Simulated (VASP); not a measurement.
A run of VASP 6.6.1 is set up as follows.

The input INCAR:

```
PREC     = Accurate       # precision mode
ENCUT    = 600            # plane-wave cutoff, eV
EDIFF    = 1E-6           # SCF threshold, eV
ISMEAR   = 0              # smearing method
SIGMA    = 0.1            # smearing width, eV
LREAL    = False          # projectors in reciprocal space
LASPH    = True           # aspherical terms in the spheres
NELM     = 80             # most SCF steps
ALGO     = Fast           # electronic algorithm
ISIF     = 3              # what is computed and relaxed
LWAVE    = False          # write WAVECAR
LCHARG   = False          # write CHGCAR
GGA      = PE             # functional
IBRION   = 2              # ionic algorithm
NSW      = 100            # ionic steps
EDIFFG   = -0.01          # ionic threshold
```

Contents of KPOINTS:

```
regular mesh
0
Gamma
  18 18 18
```

Contents of POSCAR:

```
AlRu
1.0
    3.0045263507      0.0000000000      0.0000000000
    0.0000000000      3.0045263507      0.0000000000
    0.0000000000      0.0000000000      3.0045263507
Al Ru
1 1
Direct
    0.0000000000      0.0000000000      0.0000000000
    0.5000000000      0.5000000000      0.5000000000
```

Potentials or basis: VASP PAW PBE potentials, release 64 (Al, Ru_pv).

Command:

```console
$ cat potpaw_PBE.64/Al/POTCAR potpaw_PBE.64/Ru_pv/POTCAR > POTCAR
$ mpirun -np 1 vasp_std > vasp.out
```

What does it give for the relaxed volume?

13.55 Å³/atom.

Predict the relaxed cell.

a = 3.003 Å, b = 3.003 Å, c = 3.003 Å, α = 90.00°, β = 90.00°, γ = 90.00°.

Predict the space group after relaxing (to 0.05 Å).

Pm-3m (No. 221).

Final structure:
```
Al Ru
1.0
     3.00336    0.00000    0.00000
     0.00000    3.00336    0.00000
     0.00000    0.00000    3.00336
Al Ru
1 1
Cartesian
  0.0000 0.0000 0.0000
  1.5017 1.5017 1.5017
```
